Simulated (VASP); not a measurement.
# Mg (Fm-3m) in VASP: further runs

Runs on Mg. Level: PBE. Tasks: single point.

All numbers are computed with VASP 6.6.1; they aren't measurements. Logs are shortened: lines on timing, memory, paths and dates and some standing lists are left out, and cuts for length are marked.

### Step 1. The cell of the first run

The structure is cubic, space group Fm-3m (No. 225). The conventional cell has a = 4.489 Å, b = 4.489 Å, c = 4.489 Å, α = 90.00°, β = 90.00°, γ = 90.00°. Mg (site symmetry m-3m) has 12 Mg at 3.17 Å within 4.2 Å.

This isn't the form of Mg at room conditions, which is hcp.

### Step 2. Single point, PBE

INCAR

```
ALGO = Normal
EDIFF = 1E-6
ENCUT = 600
GGA = PE
GGA_COMPAT = F
ISIF = 2
ISMEAR = 0
LASPH = T
LCHARG = F
LREAL = F
LWAVE = F
NBANDS = 7
NELM = 120
PREC = Accurate
SIGMA = 0.1
```

KPOINTS

```
k-points
0
Gamma
  14 14 14
```

POSCAR

```
Mg
1.0
    0.0000000000      2.2442560000      2.2442560000
    2.2442560000      0.0000000000      2.2442560000
    2.2442560000      2.2442560000      0.0000000000
Mg
1
Direct
   -0.0200511885      0.0200511885      0.0200511885
```

Potentials or basis: VASP PAW PBE potentials, release 64 (Mg).

On the command line:

```bash
$ cat potpaw_PBE.64/Mg/POTCAR > POTCAR
$ mpirun -np 1 vasp_std > vasp.out
```

OUTCAR:

```text
EDIFF = 1E-6
   ENCUT = 600
   GGA = PE
   ISIF = 2
   ISMEAR = 0
   LASPH = T
   LREAL = F
   NELM = 120
   PREC = Accurate

 ion  position               nearest neighbor table
   1  0.980  0.020  0.020-

  LATTYP: Found a face centered cubic cell.
 ALAT       =     4.4885120000

  Lattice vectors:

 A1 = (   0.0000000000,   2.2442560000,   2.2442560000)
 A2 = (   2.2442560000,   0.0000000000,   2.2442560000)
 A3 = (   2.2442560000,   2.2442560000,   0.0000000000)

Analysis of symmetry for initial positions (statically):
=====================================================================
 Subroutine PRICEL returns:
 Original cell was already a primitive cell.

 Routine SETGRP: Setting up the symmetry group for a
 face centered cubic supercell.

 Subroutine GETGRP returns: Found 48 space group operations
 (whereof  8 operations were pure point group operations)
 out of a pool of 48 trial point group operations.

The static configuration has the point symmetry C_4v.
 The point group associated with its full space group is O_h .

Analysis of symmetry for dynamics (positions and initial velocities):
=====================================================================
 Subroutine PRICEL returns:
 Original cell was already a primitive cell.

 Routine SETGRP: Setting up the symmetry group for a
 face centered cubic supercell.

 Subroutine GETGRP returns: Found 48 space group operations
 (whereof  8 operations were pure point group operations)
 out of a pool of 48 trial point group operations.

The dynamic configuration has the point symmetry C_4v.
 The point group associated with its full space group is O_h .

 Subroutine INISYM returns: Found 48 space group operations
 (whereof  8 operations are pure point group operations),
 and found     1 'primitive' translations

----------------------------------------------------------------------------------------

                                     Primitive cell

  volume of cell :      22.6072

  direct lattice vectors                    reciprocal lattice vectors
     0.000000000  2.244256000  2.244256000    -0.222790983  0.222790983  0.222790983
     2.244256000  0.000000000  2.244256000     0.222790983 -0.222790983  0.222790983
     2.244256000  2.244256000  0.000000000     0.222790983  0.222790983 -0.222790983

  length of vectors
     3.173857273  3.173857273  3.173857273     0.385885302  0.385885302  0.385885302

  position of ions in fractional coordinates (direct lattice)
     0.979948812  0.020051188  0.020051188

  ion indices of the primitive-cell ions
   primitive index   ion index
                 1           1

----------------------------------------------------------------------------------------

 KPOINTS: k-points

Automatic generation of k-mesh.
 Grid dimensions read from file:
 generate k-points for:   14   14   14

 Generating k-lattice:

  Cartesian coordinates                     Fractional coordinates (reciprocal lattice)
    -0.015913642  0.015913642  0.015913642     0.071428571  0.000000000  0.000000000
     0.015913642 -0.015913642  0.015913642     0.000000000  0.071428571  0.000000000
     0.015913642  0.015913642 -0.015913642     0.000000000  0.000000000  0.071428571

  Length of vectors
     0.027563236  0.027563236  0.027563236

  Shift w.r.t. Gamma in fractional coordinates (k-lattice)
     0.000000000  0.000000000  0.000000000

 Subroutine IBZKPT returns following result:
 ===========================================

 Found    104 irreducible k-points:

 Following reciprocal coordinates:
            Coordinates               Weight
  0.000000  0.000000  0.000000      1.000000
  0.071429  0.000000  0.000000      8.000000
  0.142857  0.000000  0.000000      8.000000
  0.214286  0.000000  0.000000      8.000000
  0.285714  0.000000  0.000000      8.000000
  0.357143  0.000000  0.000000      8.000000
[... 16 lines left out ...]
  0.214286  0.142857  0.000000     24.000000
  0.285714  0.142857  0.000000     24.000000
 [... further k-points ...]
   k-points           NKPTS =    104   k-points in BZ     NKDIM =    104   number of bands    NBANDS=      7
   number of dos      NEDOS =    301   number of ions     NIONS =      1
   total plane-waves  NPLWV =  21952
   dimension x,y,z NGX =    28 NGY =   28 NGZ =   28
   dimension x,y,z NGXF=    56 NGYF=   56 NGZF=   56
   ions per type =               1
   NGX,Y,Z   is equivalent  to a cutoff of  14.67, 14.67, 14.67 a.u.
   NGXF,Y,Z  is equivalent  to a cutoff of  29.33, 29.33, 29.33 a.u.
 SYSTEM =  unknown system
   PREC   = accura    normal or accurate (medium, high low for compatibility)
   ISTART =      0    job   : 0-new  1-cont  2-samecut
   ICHARG =      2    charge: 1-file 2-atom 10-const
   ISPIN  =      1    spin polarized calculation?
   LNONCOLLINEAR =      F non collinear calculations
   LSORBIT =      F    spin-orbit coupling
   LASPH  =      T    aspherical Exc in radial PAW
   ENCUT  =  600.0 eV  44.10 Ry    6.64 a.u.   6.34  6.34  6.34*2*pi/ulx,y,z
   NELM   =    120;   NELMIN=  2; NELMDL= -5     # of ELM steps
   EDIFF  = 0.1E-05   stopping-criterion for ELM
   LREAL  =      F    real-space projection
   EDIFFG = 0.1E-04   stopping-criterion for IOM
   NSW    =      0    number of steps for IOM
   IBRION =     -1    ionic relax: 0-MD 1-quasi-New 2-CG
   NFREE  =      0    steps in history (QN), initial steepest desc. (CG)
   ISIF   =      2    stress and relaxation
   ISYM   =      2    0-nonsym 1-usesym 2-fastsym
   POTIM  = 0.5000    time-step for ionic-motion
   TEBEG  =    0.0;   TEEND  =   0.0 temperature during run
   PSTRESS=    0.0 pullay stress
   NELECT =       2.0000    total number of electrons
   NUPDOWN=      -1.0000    fix difference up-down
   EMIN   =  10.00;   EMAX   =-10.00  energy-range for DOS
   EFERMI =   0.00;   METHOD = LEGACY
   ISMEAR =     0;   SIGMA  =   0.10  broadening in eV -4-tet -1-fermi 0-gaus
   EFERMI_NEDOS =   21; number of points for ismear=-14 and -15
   IALGO  =     38    algorithm
   IMIX   =      4    mixing-type and parameters
     AMIX     =   0.40;   BMIX     =  1.00
     AMIX_MAG =   1.60;   BMIX_MAG =  1.00
  volume/ion in A,a.u.               =      22.61       152.56
  Fermi-wavevector in a.u.,A,eV,Ry     =   0.729462  1.378483  7.239854  0.532114
  Thomas-Fermi vector in A             =   1.821189
   LORBIT       =      0    0 simple, 1 ext, 2 COOP (PROOUT), +10 PAW based schemes
   GGA     = PE    functional components
   LHFCALC =     F    Hartree Fock is set to
   AEXX    =    0.0000 exact exchange contribution
   IVDW    =     0    specifies the selected vdW correction
   LEPSILON=     F    determine dielectric tensor
   LRPA    =     F    only Hartree local field effects (RPA)
 non-spin polarized calculation
 Gauss-broadening in eV      SIGMA  =   0.10
  energy-cutoff  :      600.00
  volume of cell :       22.61
 maximum number of plane-waves:       769
 NGX is ok and might be reduce to    28
   NGX = 13   NGY = 13   NGZ = 13

 number of electron       2.0000000 magnetization

 Free energy of the ion-electron system (eV)
  ---------------------------------------------------
  ext. energy  EPLUGINS =         0.00000000
  ---------------------------------------------------
  free energy    TOTEN  =        -1.49776006 eV

  energy without entropy =       -1.49649290  energy(sigma->0) =       -1.49712648

 E-fermi :   2.6951     XC(G=0):  -8.5388

 val. band max:        2.6606531021   @ k =   0.5000   0.1429   0.0000
 cond. band min:       2.7515973533   @ k =  -0.4286   0.4286   0.0000
 fundamental gap:      0.0909442512
 Fermi energy:         2.6950808010

 k-point     1 :       0.0000    0.0000    0.0000
  band No.  band energies     occupation
      1      -4.2846      2.00000
      2      15.1573      0.00000
      3      15.1573      0.00000
      4      15.1573      0.00000
      5      17.1711      0.00000
      6      17.1711      0.00000
      7      17.1711      0.00000

 k-point     2 :       0.0714    0.0000    0.0000
  band No.  band energies     occupation
      1      -4.1699      2.00000
      2      13.4692      0.00000
      3      14.9051      0.00000
      4      14.9051      0.00000
      5      17.1470      0.00000
      6      17.6162      0.00000
      7      17.6162      0.00000

 k-point     3 :       0.1429    0.0000    0.0000
  band No.  band energies     occupation
      1      -3.8269      2.00000
      2      11.1001      0.00000
      3      14.4728      0.00000
      4      14.4728      0.00000
      5      16.8121      0.00000
      6      18.6227      0.00000
      7      18.6227      0.00000

 k-point     4 :       0.2143    0.0000    0.0000
  band No.  band energies     occupation
      1      -3.2578      2.00000
      2       8.7957      0.00000
      3      14.1215      0.00000
      4      14.1215      0.00000
      5      16.4786      0.00000
      6      17.8664      0.00000
      7      17.8664      0.00000

 k-point     5 :       0.2857    0.0000    0.0000
  band No.  band energies     occupation
      1      -2.4669      2.00000
      2       6.6340      0.00000
      3      13.9169      0.00000
      4      13.9169      0.00000
      5      16.2625      0.00000
      6      16.7770      0.00000
      7      16.7770      0.00000
[... 161 lines left out ...]
 k-point    22 :       0.1429    0.1429    0.0000
  band No.  band energies     occupation
      1      -3.6747      2.00000
      2      12.5253      0.00000
      3      12.8821      0.00000
      4      12.8821      0.00000
      5      15.3377      0.00000
      6      16.5853      0.00000
      7      20.4386      0.00000

 k-point    23 :       0.2143    0.1429    0.0000
  band No.  band energies     occupation
      1      -3.2578      2.00000
      2      10.5507      0.00000
      3      12.3537      0.00000
      4      13.0220      0.00000
      5      14.5649      0.00000
      6      16.0767      0.00000
      7      20.5768      0.00000

 k-point    24 :       0.2857    0.1429    0.0000
  band No.  band energies     occupation
      1      -2.6170      2.00000
      2       8.3711      0.00000
      3      12.0116      0.00000
      4      12.6866      0.00000
      5      13.7527      0.00000
      6      16.9534      0.00000
      7      20.1741      0.00000

 [... further k-points ...]

------------------------ aborting loop because EDIFF is reached ----------------------------------------

  FORCE on cell =-STRESS in cart. coord.  units (eV):
  Direction    XX          YY          ZZ          XY          YZ          ZX
  --------------------------------------------------------------------------------------
  -------------------------------------------------------------------------------------
  Total        0.1118303      0.1118303      0.1118303      0.0000000      0.0000000     -0.0000000
  in kB        7.9254304      7.9254304      7.9254304      0.0000000      0.0000000     -0.0000000
  external PRESSURE =       7.9254304 kB  Pullay stress =       0.0000000 kB

 VOLUME and BASIS-vectors are now :
 -----------------------------------------------------------------------------
  energy-cutoff  :      600.00
  volume of cell :       22.61
      direct lattice vectors                 reciprocal lattice vectors
     0.000000000  2.244256000  2.244256000    -0.222790983  0.222790983  0.222790983
     2.244256000  0.000000000  2.244256000     0.222790983 -0.222790983  0.222790983
     2.244256000  2.244256000  0.000000000     0.222790983  0.222790983 -0.222790983

 POSITION                                       TOTAL-FORCE (eV/Angst)
 -----------------------------------------------------------------------------------
      0.09000      2.24426      2.24426         0.000000      0.000000      0.000000
 -----------------------------------------------------------------------------------
    total drift:                               -0.000000      0.000000      0.000000

  FREE ENERGIE OF THE ION-ELECTRON SYSTEM (eV)
  ---------------------------------------------------
  free  energy   TOTEN  =        -1.4977600585 eV

  energy  without entropy=       -1.4964928983  energy(sigma->0) =       -1.49712648
```

Run time: 18 s. Hardware: 1 thread of Intel Xeon 8259CL, shared host; peak memory 0.17 GiB.

Results:

```yaml
Free_energy: -1.4978 eV
Pressure: 0.8 GPa
Band_gap_on_the_k_mesh: zero (bands 1 and 2 overlap by 2.29 eV)
```

Levels at points of the mesh, in eV from the Fermi level:
```
           k point  band 1  band 2  band 3  band 4  band 5
(0.00, 0.00, 0.00)   -6.98   12.46   12.46   12.46   14.48
(0.50, 0.00, 0.00)   -1.72   -1.28   11.36   11.36   12.25
(0.50, 0.50, 0.00)   -0.22    0.82    6.13    7.03    7.03
```

### Step 3. Single point, PBE (strained)

INCAR is that of step 2.

KPOINTS

```
k-points
0
Gamma
  16 16 16
```

POSCAR

```
Mg
1.0
    0.0000000000      2.1661334486      2.1661334486
    2.1661334486      0.0000000000      2.1661334486
    2.1661334486      2.1661334486      0.0000000000
Mg
1
Direct
    0.0000000000      0.0000000000      0.0000000000
```

Potentials or basis: VASP PAW PBE potentials, release 64 (Mg).

On the command line:

```bash
$ cat potpaw_PBE.64/Mg/POTCAR > POTCAR
$ mpirun -np 1 vasp_std > vasp.out
```

It took 9.4 s on 1 thread of Intel Xeon 8259CL, shared host; peak memory 0.15 GiB.

Results (log left out):

* Free energy: -1.4490 eV
* Pressure: 5.7 GPa
* Band gap on the k mesh: zero (bands 1 and 2 overlap by 2.80 eV)

Levels at points of the mesh, in eV from the Fermi level:
| k point | band 1 | band 2 | band 3 | band 4 | band 5 |
| --- | --- | --- | --- | --- | --- |
| (0.00, 0.00, 0.00) | -7.45 | 13.15 | 13.15 | 13.15 | 15.62 |
| (0.50, 0.00, 0.00) | -1.90 | -1.27 | 11.95 | 11.95 | 13.38 |
| (0.50, 0.50, 0.00) | -0.24 | 0.88 | 6.33 | 7.63 | 7.63 |

Caveat: the cell differs from its parent crystal (strained); the cell stands under pressure.
